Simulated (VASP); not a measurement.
## TaVN2: single point with PBEsol

The system is TaVN2.

```
CELL_PARAMETERS angstrom
3.04987 0.00000 0.00000
0.00000 3.04987 0.00000
0.00000 0.00000 4.29606
ATOMIC_POSITIONS crystal
Ta 0.00000 0.00000 0.00000
V 0.50000 0.50000 0.50000
N 0.50000 0.50000 0.00000
N 0.00000 0.00000 0.50000
```

```json
{"Program": "VASP 6.6.1", "Task": "single point", "Functional": "PBEsol", "Potentials or basis": "VASP PAW PBE potentials, release 64 (Ta_sv_GW, V_sv, N)", "Cutoff": "600 eV", "k mesh": "7 × 7 × 5", "Occupations": "fermi-dirac, width 0.05 eV", "Spin": "collinear spin, ferromagnetic start", "Starting moments": "[0.0, 3.0, 0.0, 0.0] μB", "Fixed moment": "3 μB"}
```

```json
{
 "Pressure": "-0.1 GPa",
 "Net moment": "3.00 μB per cell",
 "Site moments": "Ta +0.43; V +2.11; N +0.06 μB",
 "Valence electrons inside the program's atomic spheres": "Ta 11.79; V 11.63; N 3.75, 3.71"
}
```

Stress tensor (GPa, compression positive):
```
 2.35  0.00  0.00
 0.00  2.35  0.00
 0.00  0.00 -4.94
```

Wall time 51 s on 1 thread of AMD EPYC 9R45 96-Core Processor (Zen 5) (shared host), peak memory 0.2 GiB.

Caveat: the PAW data sets were made with another functional, which shifts forces and pressure a little; the total moment is fixed, so each spin has its own Fermi level.
